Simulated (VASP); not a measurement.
Write the native input for VASP 6.6.1 that does the following.

| Item | Value |
| --- | --- |
| Task | single point |
| Functional | PBEsol |
| Dispersion | D3(BJ) |
| Potentials or basis | VASP PAW PBE potentials, release 64 (Hf_pv) |
| Cutoff | 500 eV |
| k mesh | 10 × 10 × 10 |
| Occupations | tetrahedron |
| Spin | no spin polarisation |
| Hubbard terms | Hf d U = 4.0 eV |
| Dipole correction | no |
| Further INCAR settings | ALGO = Normal; EDIFF = 1e-06; NBANDS = 11 |

The structure of Hf lies in POSCAR:

```
Hf
1.0
    0.0000000000      2.2200000000      2.2200000000
    2.2200000000      0.0000000000      2.2200000000
    2.2200000000      2.2200000000      0.0000000000
Hf
1
Direct
    0.0000000000      0.0000000000      0.0000000000
```

This isn't the form of Hf at room conditions, which is hcp.

One way to write it, as run:

INCAR

```
PREC     = Accurate       # precision mode
ENCUT    = 500            # plane-wave cutoff, eV
EDIFF    = 1E-6           # SCF threshold, eV
ISMEAR   = -5             # smearing method
SIGMA    = 0.05           # smearing width, eV
LREAL    = False          # projectors in reciprocal space
LASPH    = True           # aspherical terms in the spheres
NELM     = 200            # most SCF steps
ALGO     = Normal         # electronic algorithm
ISIF     = 2              # what is computed and relaxed
LWAVE    = False          # write WAVECAR
LCHARG   = False          # write CHGCAR
LMAXMIX  = 4              # l up to which the mixer works
LDAU     = True           # DFT+U
LDAUTYPE = 2            
LDAUL    = 2              # shell
LDAUU    = 4              # U, eV
LDAUJ    = 0            
LDAUPRINT= 1            
GGA      = PS             # functional
IVDW     = 12             # dispersion correction
NBANDS   = 11             # bands
GGA_COMPAT= False
```

KPOINTS

```
Automatic mesh
0
Gamma
  10 10 10
```

Potentials or basis: VASP PAW PBE potentials, release 64 (Hf_pv).

Command:

```bash
$ cat potpaw_PBE.64/Hf_pv/POTCAR > POTCAR
$ mpirun -np 1 vasp_std > vasp.out
```

It gave:

The pressure is 9.5 GPa and the band gap on the k mesh is zero (bands 5 and 6 overlap by 2.14 eV). The dispersion energy per atom is -0.524 eV.

Caveat: the cell stands under pressure; the PAW data sets were made with another functional, which shifts forces and pressure a little; spin-orbit coupling is left out, which moves the levels of the heavy elements; U without spin polarisation on a metal has little footing; the U is typed as a test and isn't derived for this compound; tetrahedron occupations give inexact forces and stress in metals.

It took 11 s on 1 thread of Intel(R) Xeon(R) Platinum 8259CL CPU @ 2.50GHz (Skylake/Cascade Lake), with other jobs on the host, peak memory 0.15 GiB.
